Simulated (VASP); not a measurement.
A run of VASP 6.6.1 is set up as follows.

The input INCAR:

```
SYSTEM = Li
PREC     = Accurate       ! precision mode
ENCUT    = 520            ! plane-wave cutoff, eV
EDIFF    = 1E-6           ! SCF threshold, eV
ISMEAR   = -1             ! smearing method
SIGMA    = 0.16           ! smearing width, eV
LREAL    = Auto         
LASPH    = .TRUE.         ! aspherical terms in the spheres
NELM     = 100            ! most SCF steps
ALGO     = Normal         ! electronic algorithm
ISIF     = 2              ! what is computed and relaxed
LWAVE    = .FALSE.        ! write WAVECAR
LCHARG   = .FALSE.        ! write CHGCAR
GGA      = PS             ! functional
NBANDS   = 38             ! bands
```

KPOINTS

```
regular mesh
0
G
  2 2 2
  0 0 0
```

The input POSCAR:

```
Li
1.0
    7.3128730000      0.0000000000      0.0000000000
    0.0000000000      7.3128730000      0.0000000000
    0.0000000000      0.0000000000      7.3128730000
Li
16
Direct
   -0.1364990203     -0.0177495220     -0.0010666123
    0.5842710519     -0.1875596636     -0.1623848794
   -0.1016700276      0.6703384566      0.1933166349
    0.0606601537     -0.0159718349      0.3359691875
    0.2950550351      0.0790113544      0.1296207387
    0.6740989485      0.3619507682     -0.1187494983
    0.3339863826      0.1259149448      0.5679847031
    0.9314670171      0.3504368256      0.4250039622
   -0.0846999531      0.6345522478      0.6124542297
    0.3023709013      0.6834523176      0.0728714966
    0.2887510832      0.3399211227      0.8788201299
    0.5654002196      0.3221579262      0.2659556648
    0.5807840503      0.8843172854      0.2964498358
    0.7604261690      0.1218946370      0.6321045094
    0.1743364065      0.8467807386      0.7127294567
    0.4383913135      0.5820010822      0.4861700730
```

Potentials or basis: VASP PAW PBE potentials, release 64 (Li_sv).

The run is started by

```console
$ cat potpaw_PBE.64/Li_sv/POTCAR > POTCAR
$ mpirun -np 1 vasp_std > vasp.out
```

Question: Predict the largest force.

Answer: 0.734 eV/Å.

Question: What does it give for the band gap on the k mesh?

Answer: Zero (bands 24 and 25 overlap by 0.66 eV).

Forces on the atoms (eV/Å):
```
Li   0.304  0.460 -0.059
Li  -0.228 -0.073 -0.118
Li  -0.090 -0.370 -0.208
Li  -0.403 -0.333  0.515
Li   0.311 -0.014 -0.427
Li   0.057  0.371  0.144
Li   0.355  0.244 -0.191
Li   0.474 -0.283 -0.442
Li  -0.453  0.256  0.258
Li  -0.116 -0.115  0.235
Li  -0.395  0.254 -0.223
Li   0.174 -0.126 -0.123
Li   0.240  0.186  0.200
Li  -0.070 -0.545 -0.277
Li   0.046  0.057  0.362
Li  -0.205  0.030  0.354
```

Caveat: the k points lie up to 0.43 Å⁻¹ apart, too coarse for converged energies and pressures of a metal; the atoms stand as in a frame of molecular dynamics; the PAW data sets were made with another functional, which shifts forces and pressure a little.
